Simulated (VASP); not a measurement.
**BaF2: single point with r2SCAN**

The system is BaF2.

```xyz
3
Lattice="0.0000 3.0557 3.0557 3.0557 0.0000 3.0557 3.0557 3.0557 0.0000" Properties=species:S:1:pos:R:3 pbc="T T T"
Ba    0.0000    0.0000    0.0000
F     1.5279    1.5279    1.5279
F     4.5836    4.5836    4.5836
```

* Program: VASP 6.6.1
* Task: single point
* Functional: r2SCAN
* Potentials or basis: VASP PAW PBE potentials, release 64 (Ba_sv, F)
* Cutoff: 660 eV
* k mesh: 8 × 8 × 8
* Occupations: fermi-dirac, width 0.02 eV
* Spin: no spin polarisation
* Dipole correction: no
* Further INCAR settings: ALGO = Normal; EDIFF = 1e-06; NBANDS = 19

| Property | Result |
| --- | --- |
| Pressure | 3.8 GPa |
| Band gap on the k mesh | 7.51 eV (least direct gap 7.62 eV) |

Levels at points of the mesh, in eV from the valence-band top:
```
           k point  band 9  band 10  band 11  band 12  band 13  band 14  band 15  band 16
(0.00, 0.00, 0.00)   -1.62    -0.11    -0.11    -0.11     7.51    10.06    10.06    12.62
(0.50, 0.00, 0.00)   -0.71    -0.36    -0.17    -0.17    10.02    10.02    10.20    10.27
(0.50, 0.50, 0.00)   -0.43    -0.29    -0.29    -0.19     7.76    10.06    11.65    13.20
```

Run time: 72 s on 1 thread of Intel(R) Xeon(R) 6975P-C (Granite Rapids), with other jobs on the host, peak memory 0.24 GiB.

Caveat: the cell stands under pressure; the PAW data sets were made with another functional, which shifts forces and pressure a little; spin-orbit coupling is left out, which moves the levels of the heavy elements. A k mesh can miss the band edges.
